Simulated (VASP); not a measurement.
# Bi (Im-3m) in VASP: a series of runs

Bi is run at these levels: PBE0, RPBE, PBE0+D3(BJ), b88 exchange, pbe correlation; tasks: single point.

All numbers are computed with VASP 6.6.1; they aren't measurements. Logs are shortened: lines on timing, memory, paths and dates and some standing lists are left out, and cuts for length are marked.

## (1) The cell of the first run

It takes space group Im-3m (No. 229, cubic). The conventional cell has a = 3.963 Å, b = 3.963 Å, c = 3.963 Å, α = 90.00°, β = 90.00°, γ = 90.00°. Within 4.5 Å of Bi (site symmetry m-3m) lie 14 Bi at 3.43 to 3.96 Å.

This isn't the form of Bi at room conditions, which is rhombohedral.

## (2) Single point, PBE0, non-collinear spin, zero start, spin-orbit coupling

The input, POSCAR:

```
Bi
1.0
   -1.9814305318      1.9814305318      1.9814305318
    1.9814305318     -1.9814305318      1.9814305318
    1.9814305318      1.9814305318     -1.9814305318
Bi
1
Direct
    0.0000000000      0.0000000000      0.0000000000
```

The input, INCAR.step1:

```
PREC     = Accurate       # precision mode
ENCUT    = 520            # plane-wave cutoff, eV
EDIFF    = 1E-5           # SCF threshold, eV
ISMEAR   = -1             # smearing method
SIGMA    = 0.05           # smearing width, eV
LREAL    = F              # projectors in reciprocal space
LASPH    = T              # aspherical terms in the spheres
NELM     = 150            # most SCF steps
ALGO     = Normal         # electronic algorithm
ISIF     = 2              # what is computed and relaxed
LWAVE    = T              # write WAVECAR
LCHARG   = F              # write CHGCAR
MAGMOM   = 0 0 0          # initial moments
LORBIT   = 11             # projections on sites
LSORBIT  = T              # spin-orbit coupling
GGA_COMPAT= F            
LORBMOM  = T            
NBANDS   = 26             # bands
GGA      = PE             # functional
```

The input, INCAR.step2:

```
PREC     = Accurate       # precision mode
ENCUT    = 520            # plane-wave cutoff, eV
EDIFF    = 1E-6           # SCF threshold, eV
ISMEAR   = -1             # smearing method
SIGMA    = 0.05           # smearing width, eV
LREAL    = F              # projectors in reciprocal space
LASPH    = T              # aspherical terms in the spheres
NELM     = 150            # most SCF steps
ALGO     = Normal         # electronic algorithm
ISIF     = 2              # what is computed and relaxed
LWAVE    = F              # write WAVECAR
LCHARG   = F              # write CHGCAR
MAGMOM   = 0 0 0          # initial moments
LORBIT   = 11             # projections on sites
LSORBIT  = T              # spin-orbit coupling
GGA_COMPAT= F            
LORBMOM  = T            
GGA      = PE             # functional
LHFCALC  = T              # exact exchange
AEXX     = 0.25           # exact-exchange fraction
PRECFOCK = Normal       
NBANDS   = 26             # bands
ISTART   = 1
```

The input, KPOINTS:

```
regular mesh
0
Gamma
  4 4 4
```

Potentials or basis: VASP PAW PBE potentials, release 64 (Bi_d).

Command:

```console
$ cat potpaw_PBE.64/Bi_d/POTCAR > POTCAR
$ cp INCAR.step1 INCAR
$ mpirun -np 1 vasp_ncl > vasp.out
$ cp INCAR.step2 INCAR
$ mpirun -np 1 vasp_ncl > vasp.out
```

OUTCAR:

```text
PREC = Accurate
   ENCUT = 520
   EDIFF = 1E-6
   ISMEAR = -1
   LREAL = F
   LASPH = T
   NELM = 150
   ISIF = 2
   LORBIT = 11
   LSORBIT = T
   GGA = PE
   LHFCALC = T
   AEXX = 0.25
   PRECFOCK = Normal
   ISTART = 1

 ion  position               nearest neighbor table
   1  0.000  0.000  0.000-

  LATTYP: Found a body centered cubic cell.
 ALAT       =     3.9628610636

  Lattice vectors:

 A1 = (  -1.9814305318,   1.9814305318,   1.9814305318)
 A2 = (   1.9814305318,  -1.9814305318,   1.9814305318)
 A3 = (   1.9814305318,   1.9814305318,  -1.9814305318)

Analysis of symmetry for initial positions (statically):
=====================================================================
 Subroutine PRICEL returns:
 Original cell was already a primitive cell.

 Routine SETGRP: Setting up the symmetry group for a
 body centered cubic supercell.

 Subroutine GETGRP returns: Found 48 space group operations
 (whereof 48 operations were pure point group operations)
 out of a pool of 48 trial point group operations.

The static configuration has the point symmetry O_h .

Analysis of symmetry for dynamics (positions and initial velocities):
=====================================================================
 Subroutine PRICEL returns:
 Original cell was already a primitive cell.

 Routine SETGRP: Setting up the symmetry group for a
 body centered cubic supercell.

 Subroutine GETGRP returns: Found 48 space group operations
 (whereof 48 operations were pure point group operations)
 out of a pool of 48 trial point group operations.

The dynamic configuration has the point symmetry O_h .

Analysis of structural, dynamic, and magnetic symmetry:
=====================================================================
 Subroutine PRICEL returns:
 Original cell was already a primitive cell.

 Routine SETGRP: Setting up the symmetry group for a
 body centered cubic supercell.

 Subroutine GETGRP returns: Found 48 space group operations
 (whereof 48 operations were pure point group operations)
 out of a pool of 48 trial point group operations.

The overall configuration has the point symmetry O_h .

 Subroutine INISYM returns: Found 48 space group operations
 (whereof 48 operations are pure point group operations),
 and found     1 'primitive' translations

----------------------------------------------------------------------------------------

                                     Primitive cell

  volume of cell :      31.1169

  direct lattice vectors                    reciprocal lattice vectors
    -1.981430532  1.981430532  1.981430532     0.000000000  0.252342937  0.252342937
     1.981430532 -1.981430532  1.981430532     0.252342937  0.000000000  0.252342937
     1.981430532  1.981430532 -1.981430532     0.252342937  0.252342937  0.000000000

  length of vectors
     3.431938353  3.431938353  3.431938353     0.356866804  0.356866804  0.356866804

  position of ions in fractional coordinates (direct lattice)
     0.000000000  0.000000000  0.000000000

  ion indices of the primitive-cell ions
   primitive index   ion index
                 1           1

----------------------------------------------------------------------------------------

 KPOINTS: regular mesh

Automatic generation of k-mesh.
 Grid dimensions read from file:
 generate k-points for:    4    4    4

 Generating k-lattice:

  Cartesian coordinates                     Fractional coordinates (reciprocal lattice)
     0.000000000  0.063085734  0.063085734     0.250000000  0.000000000  0.000000000
     0.063085734  0.000000000  0.063085734     0.000000000  0.250000000  0.000000000
     0.063085734  0.063085734  0.000000000     0.000000000  0.000000000  0.250000000

  Length of vectors
     0.089216701  0.089216701  0.089216701

  Shift w.r.t. Gamma in fractional coordinates (k-lattice)
     0.000000000  0.000000000  0.000000000

 Subroutine IBZKPT returns following result:
 ===========================================

 Found      8 irreducible k-points:

 Following reciprocal coordinates:
            Coordinates               Weight
  0.000000  0.000000  0.000000      1.000000
[... 19 lines left out ...]
   ISPIN  =      1    spin polarized calculation?
   LNONCOLLINEAR =      T non collinear calculations
   LSORBIT =      T    spin-orbit coupling
   LASPH  =      T    aspherical Exc in radial PAW
   ENCUT  =  520.0 eV  38.22 Ry    6.18 a.u.   6.38  6.38  6.38*2*pi/ulx,y,z
   NELM   =    150;   NELMIN=  2; NELMDL=  0     # of ELM steps
   EDIFF  = 0.1E-05   stopping-criterion for ELM
   LREAL  =      F    real-space projection
   EDIFFG = 0.1E-04   stopping-criterion for IOM
   NSW    =      0    number of steps for IOM
   IBRION =     -1    ionic relax: 0-MD 1-quasi-New 2-CG
   NFREE  =      0    steps in history (QN), initial steepest desc. (CG)
   ISIF   =      2    stress and relaxation
   ISYM   =      3    0-nonsym 1-usesym 2-fastsym
   POTIM  = 0.5000    time-step for ionic-motion
[... 28 lines left out ...]
   LEPSILON=     F    determine dielectric tensor
   LRPA    =     F    only Hartree local field effects (RPA)
  energy-cutoff  :      520.00
  volume of cell :       31.12
 maximum number of plane-waves:      1774
 NGX is ok and might be reduce to    28
  NGX = 20; NGY = 20; NGZ = 20

 number of electron      14.9999994 magnetization      -0.0000000     -0.0000044     -0.0000175

 number of electron      14.9999994 magnetization       0.0007576     -0.0005502     -0.0196820

 number of electron      14.9999994 magnetization       0.0011195      0.0101940     -0.0006870

 number of electron      14.9999994 magnetization       0.0013255      0.0155089      0.0168784

 Free energy of the ion-electron system (eV)
  ---------------------------------------------------
  ext. energy  EPLUGINS =         0.00000000
  ---------------------------------------------------
  free energy    TOTEN  =        -5.71904583 eV

  energy without entropy =       -5.71253873  energy(sigma->0) =       -5.71579228

 E-fermi :   7.0189     XC(G=0):  -8.1165

 val. band max:        6.2947713496   @ k =   0.5000   0.5000   0.5000
 cond. band min:       7.0189358676   @ k =   0.5000   0.5000   0.2500
 fundamental gap:      0.7241645180
 Fermi energy:         7.0189177369

 k-point     1 :       0.0000    0.0000    0.0000
  band No.  band energies     occupation
      1     -19.4067      1.00000
      2     -19.4062      1.00000
      3     -19.4037      1.00000
      4     -19.4033      1.00000
      5     -16.3718      1.00000
      6     -16.3696      1.00000
[... 221 lines left out ...]
     25      26.0033      0.00000
     26      26.0166      0.00000

------------------------ aborting loop because EDIFF is reached ----------------------------------------

  FORCE on cell =-STRESS in cart. coord.  units (eV):
  Direction    XX          YY          ZZ          XY          YZ          ZX
  --------------------------------------------------------------------------------------
  -------------------------------------------------------------------------------------
  Total        0.1894366      0.1894366      0.1894366      0.0000000     -0.0000000      0.0000000
  in kB        9.7538900      9.7538900      9.7538900      0.0000000     -0.0000000      0.0000000
  external PRESSURE =       9.7538900 kB  Pullay stress =       0.0000000 kB

 VOLUME and BASIS-vectors are now :
 -----------------------------------------------------------------------------
  energy-cutoff  :      520.00
  volume of cell :       31.12
      direct lattice vectors                 reciprocal lattice vectors
    -1.981430532  1.981430532  1.981430532     0.000000000  0.252342937  0.252342937
     1.981430532 -1.981430532  1.981430532     0.252342937  0.000000000  0.252342937
     1.981430532  1.981430532 -1.981430532     0.252342937  0.252342937  0.000000000

 POSITION                                       TOTAL-FORCE (eV/Angst)
 -----------------------------------------------------------------------------------
      0.00000      0.00000      0.00000        -0.000000      0.000000      0.000000
 -----------------------------------------------------------------------------------
    total drift:                                0.000000     -0.000000     -0.000001

  FREE ENERGIE OF THE ION-ELECTRON SYSTEM (eV)
  ---------------------------------------------------
  free  energy   TOTEN  =        -5.7190458301 eV

  energy  without entropy=       -5.7125387293  energy(sigma->0) =       -5.71579228

 orbital moment (x)

 # of ion     p       d       tot
 ----------------------------------------
  1        -0.000   0.000  -0.000
 ----------------------------------------
           -0.000   0.000  -0.000

 orbital moment (y)

 # of ion     p       d       tot
 ----------------------------------------
  1        -0.003   0.000  -0.003
 ----------------------------------------
           -0.003   0.000  -0.003

 orbital moment (z)

 # of ion     p       d       tot
 ----------------------------------------
  1        -0.006   0.000  -0.005
 ----------------------------------------
           -0.006   0.000  -0.005

 Spin-Orbit-Coupling matrix elements

 Ion:    1  E_soc:     -1.7870085
 l=   1
     0.0000000    -0.2353879    -0.2353590
    -0.2353879     0.0000000    -0.2354168
    -0.2353590    -0.2354168     0.0000000
 l=   2
     0.0000000    -0.0126432     0.0000000    -0.0126430    -0.0498044
    -0.0126432     0.0000000    -0.0373529    -0.0126428    -0.0124509
     0.0000000    -0.0373529     0.0000000    -0.0373524     0.0000000
    -0.0126430    -0.0126428    -0.0373524     0.0000000    -0.0124509
    -0.0498044    -0.0124509     0.0000000    -0.0124509     0.0000000
 l=   3
     0.0000000     0.0000000     0.0000000     0.0000000     0.0000000     0.0000000     0.0000000
     0.0000000     0.0000000     0.0000000     0.0000000     0.0000000     0.0000000     0.0000000
     0.0000000     0.0000000     0.0000000     0.0000000     0.0000000     0.0000000     0.0000000
     0.0000000     0.0000000     0.0000000     0.0000000     0.0000000     0.0000000     0.0000000
     0.0000000     0.0000000     0.0000000     0.0000000     0.0000000     0.0000000     0.0000000
     0.0000000     0.0000000     0.0000000     0.0000000     0.0000000     0.0000000     0.0000000
     0.0000000     0.0000000     0.0000000     0.0000000     0.0000000     0.0000000     0.0000000

 total charge

# of ion       s       p       d       tot
------------------------------------------
    1        1.599   1.268   9.925  12.792

 magnetization (x)

# of ion       s       p       d       tot
------------------------------------------
    1        0.000  -0.000  -0.000  -0.000

 magnetization (y)

# of ion       s       p       d       tot
------------------------------------------
    1        0.000  -0.000  -0.000  -0.000

 magnetization (z)

# of ion       s       p       d       tot
------------------------------------------
    1       -0.000  -0.000   0.000  -0.000
```

Run time: 59 min. Hardware: 1 thread of Intel Xeon 6975P-C (Granite Rapids), shared host; peak memory 0.24 GiB.

What came out:

- Free energy: -5.7190 eV
- Pressure: 1.0 GPa
- Net moment: 0.02 μB per cell
- Valence electrons inside the program's atomic spheres: Bi 12.79

Moments on the atoms (μB; x, y, z):
```
Bi  0.00 0.00 0.00
```

Caveat: the k points lie up to 0.56 Å⁻¹ apart; the PAW data sets were made with another functional, which shifts forces and pressure a little.

## (3) Single point, RPBE, non-collinear spin, zero start, spin-orbit coupling

The input, INCAR:

```
PREC = Accurate
ENCUT = 500
EDIFF = 1E-6
ISMEAR = -1
SIGMA = 0.05
LREAL = F
LASPH = T
NELM = 200
ALGO = Normal
ISIF = 2
LWAVE = F
LCHARG = F
MAGMOM = 0 0 0
LORBIT = 11
LSORBIT = T
GGA_COMPAT = F
LORBMOM = T
GGA = RP
NBANDS = 26
```

The input, KPOINTS:

```
Automatic mesh
0
Gamma
  9 9 9
```

The input, POSCAR:

```
Bi
1.0
   -1.9814305300      1.9814305300      1.9814305300
    1.9814305300     -1.9814305300      1.9814305300
    1.9814305300      1.9814305300     -1.9814305300
Bi
1
Direct
    0.0000000000      0.0000000000      0.0000000000
```

Potentials or basis: VASP PAW PBE potentials, release 64 (Bi_d).

Command:

```console
$ cat potpaw_PBE.64/Bi_d/POTCAR > POTCAR
$ mpirun -np 1 vasp_ncl > vasp.out
```

Run time: 63 s. Hardware: 1 thread of Intel Xeon Platinum 8488C (Sapphire Rapids), shared host; peak memory 0.25 GiB.

The run converged. Its results:

```
Free energy                                           : -4.1769 eV
Pressure                                              : 3.6 GPa
Net moment                                            : 0.00 μB per cell
Valence electrons inside the program's atomic spheres : Bi 12.75
```

Moments on the atoms (μB; x, y, z):
```
Bi  0.00 0.00 0.00
```

Caveat: the cell stands under pressure; the PAW data sets were made with another functional, which shifts forces and pressure a little.

## (4) Single point, PBE0+D3(BJ) (24.89 Å³/atom)

This run uses another cell than the first one, of 24.89 Å³/atom.

The input, POSCAR:

```
Bi
1.0
   -1.8393971650      1.8393971650      1.8393971650
    1.8393971650     -1.8393971650      1.8393971650
    1.8393971650      1.8393971650     -1.8393971650
Bi
1
Direct
    0.0000000000      0.0000000000      0.0000000000
```

The input, INCAR.step1:

```
SYSTEM = Bi
PREC     = Accurate       ! precision mode
ENCUT    = 400            ! plane-wave cutoff, eV
EDIFF    = 1E-5           ! SCF threshold, eV
ISMEAR   = 1              ! smearing method
SIGMA    = 0.025          ! smearing width, eV
LREAL    = .False.        ! projectors in reciprocal space
LASPH    = .True.         ! aspherical terms in the spheres
NELM     = 120            ! most SCF steps
ALGO     = Normal         ! electronic algorithm
ISIF     = 2              ! what is computed and relaxed
LWAVE    = .True.         ! write WAVECAR
NBANDS   = 14             ! bands
GGA      = PE             ! functional
GGA_COMPAT= .False.
```

The input, INCAR.step2:

```
SYSTEM = Bi
PREC     = Accurate       ! precision mode
ENCUT    = 400            ! plane-wave cutoff, eV
EDIFF    = 1E-6           ! SCF threshold, eV
ISMEAR   = 1              ! smearing method
SIGMA    = 0.025          ! smearing width, eV
LREAL    = .False.        ! projectors in reciprocal space
LASPH    = .True.         ! aspherical terms in the spheres
NELM     = 120            ! most SCF steps
ALGO     = Normal         ! electronic algorithm
ISIF     = 2              ! what is computed and relaxed
LWAVE    = .False.        ! write WAVECAR
LCHARG   = .True.         ! write CHGCAR
GGA      = PE             ! functional
LHFCALC  = .True.         ! exact exchange
AEXX     = 0.25           ! exact-exchange fraction
PRECFOCK = Normal       
IVDW     = 12             ! dispersion correction
LELF     = .True.         ! ELF
LVHAR    = .True.       
NBANDS   = 14             ! bands
ISTART   = 1            
GGA_COMPAT= .False.
```

The input, KPOINTS:

```
Automatic mesh
0
Gamma
  7 7 7
  0 0 0
```

Command:

```console
$ cat potpaw_PBE.64/Bi_d/POTCAR > POTCAR
$ cp INCAR.step1 INCAR
$ mpirun -np 1 vasp_std > vasp.out
$ cp INCAR.step2 INCAR
$ mpirun -np 1 vasp_std > vasp.out
```

Run time: 13 min. Hardware: 1 thread of Intel Xeon Platinum 8488C (Sapphire Rapids), shared host; peak memory 0.15 GiB.

It converged, with:

| Quantity | Value |
| --- | --- |
| Free energy | -5.2567 eV |
| Pressure | 16.4 GPa |
| Band gap on the k mesh | zero (an odd number of electrons rules out a gap without spin polarisation) |
| Dispersion energy per atom | -0.723 eV |

Levels at points of the mesh, in eV from the Fermi level:
| k point | band 5 | band 6 | band 7 | band 8 | band 9 | band 10 |
| --- | --- | --- | --- | --- | --- | --- |
| (0.00, 0.00, 0.00) | -25.81 | -17.59 | 7.89 | 7.89 | 7.89 | 11.47 |

Caveat: the cell stands under pressure; the PAW data sets were made with another functional, which shifts forces and pressure a little; spin-orbit coupling is left out, which moves the levels of the heavy elements.

## (5) Single point, b88 exchange, pbe correlation

This run uses another cell than the first one, of 31.52 Å³/atom.

The input, INCAR:

```
PREC = Accurate
ENCUT = 500
EDIFF = 1E-6
ISMEAR = -1
SIGMA = 0.05
LREAL = False
LASPH = True
NELM = 120
ALGO = Normal
ISIF = 2
LWAVE = False
LCHARG = True
GGA = LIBXC
LIBXC1 = GGA_X_B88
LIBXC2 = GGA_C_PBE
LELF = True
LVHAR = True
NBANDS = 14
GGA_COMPAT = False
```

The input, KPOINTS:

```
Automatic mesh
0
Gamma
  9 9 9
```

The input, POSCAR:

```
Bi
1.0
   -1.9900297259      1.9900297259      1.9900297259
    1.9900297259     -1.9900297259      1.9900297259
    1.9900297259      1.9900297259     -1.9900297259
Bi
1
Direct
    0.0000000000      0.0000000000      0.0000000000
```

Command:

```console
$ cat potpaw_PBE.64/Bi_d/POTCAR > POTCAR
$ mpirun -np 1 vasp_std > vasp.out
```

It took 13 s on 1 thread of AMD EPYC 7R13 (Zen 3), shared host; peak memory 0.13 GiB.

Results (log left out):

```
Free energy            : -3.6486 eV
Pressure               : -0.1 GPa
Band gap on the k mesh : zero (an odd number of electrons rules out a gap without spin polarisation)
```

Levels at points of the mesh, in eV from the Fermi level:
```tsv
k point	band 3	band 4	band 5	band 6	band 7	band 8	band 9	band 10	band 11	band 12
(0.00, 0.00, 0.00)	-23.02	-22.90	-22.90	-13.44	5.00	5.00	5.00	9.00	10.52	10.52
```

Caveat: the PAW data sets were made with another functional, which shifts forces and pressure a little; spin-orbit coupling is left out, which moves the levels of the heavy elements.

## (6) Overview

```csv
level,spin,cell,k mesh,cutoff (eV),smearing,grid for exact exchange (PRECFOCK),share of exact exchange,gap on the mesh (eV),pressure (GPa),moment (μB)
PBE0,"non-collinear, zero start, SOC","a = 3.432 Å, angles 109.5°, 1 atom",4 × 4 × 4,520,fermi-dirac 0.05 eV,Normal,0.25,-,1.0,0.02
RPBE,"non-collinear, zero start, SOC","a = 3.432 Å, angles 109.5°, 1 atom",9 × 9 × 9,500,fermi-dirac 0.05 eV,-,-,-,3.6,0.00
PBE0+D3(BJ),off,"a = 3.186 Å, angles 109.5°, 1 atom",7 × 7 × 7,400,methfessel-paxton 0.025 eV,Normal,0.25,none,16.4,-
"b88 exchange, pbe correlation",off,"a = 3.447 Å, angles 109.5°, 1 atom",9 × 9 × 9,500,fermi-dirac 0.05 eV,-,-,none,-0.1,-
```

Alike in all rows: task single point; potentials or basis VASP PAW PBE potentials, release 64 (Bi_d).

Caveats: some runs use coarse meshes; the PAW data sets were made with another functional, which shifts forces and pressure a little; the cell stands under pressure (at least some runs); spin-orbit coupling is left out, which moves the levels of the heavy elements (at least some runs).

Absolute energies hang on the potentials; compare differences alone.
